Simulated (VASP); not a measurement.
Input of a VASP 6.6.1 run:

File INCAR:

```
ALGO = Normal
EDIFF = 1E-6
ENCUT = 520
GGA = PS
ISIF = 2
ISMEAR = -1
ISPIN = 2
LASPH = True
LCHARG = True
LELF = True
LMAXMIX = 4
LORBIT = 11
LREAL = False
LVHAR = True
LWAVE = False
MAGMOM = 0 0 0 3 3 3
NBANDS = 46
NELM = 150
PREC = Accurate
SIGMA = 0.05
```

Contents of KPOINTS:

```
k-points
0
Gamma
  6 6 7
```

POSCAR

```
FeGe
1.0
    4.9300588893      0.0000000000      0.0000000000
   -2.4650294447      4.2695562403      0.0000000000
    0.0000000000      0.0000000000      4.0601361346
Ge Fe
3 3
Direct
    0.6666666667      0.3333333333      0.5000000000
    0.3333333333      0.6666666667      0.5000000000
    0.0000000000      0.0000000000      0.0000000000
    0.0000000000      0.5000000000      0.0000000000
    0.5000000000      0.5000000000      0.0000000000
    0.5000000000      0.0000000000      0.0000000000
```

Potentials or basis: VASP PAW PBE potentials, release 64 (Ge_d, Fe).

The run is started by

```bash
$ cat potpaw_PBE.64/Ge_d/POTCAR potpaw_PBE.64/Fe/POTCAR > POTCAR
$ mpirun -np 1 vasp_std > vasp.out
```

Question: What does it give for the net moment?

Answer: 4.10 μB per cell.

Question: Estimate the pressure.

Answer: -4.7 GPa.

Question: Predict the site moments.

Answer: Ge -0.05, -0.08; Fe +1.43 μB.

Stress tensor (GPa, compression positive):
```
-4.08  0.00  0.00
 0.00 -4.08  0.00
 0.00  0.00 -5.91
```

Caveat: the PAW data sets were made with another functional, which shifts forces and pressure a little.
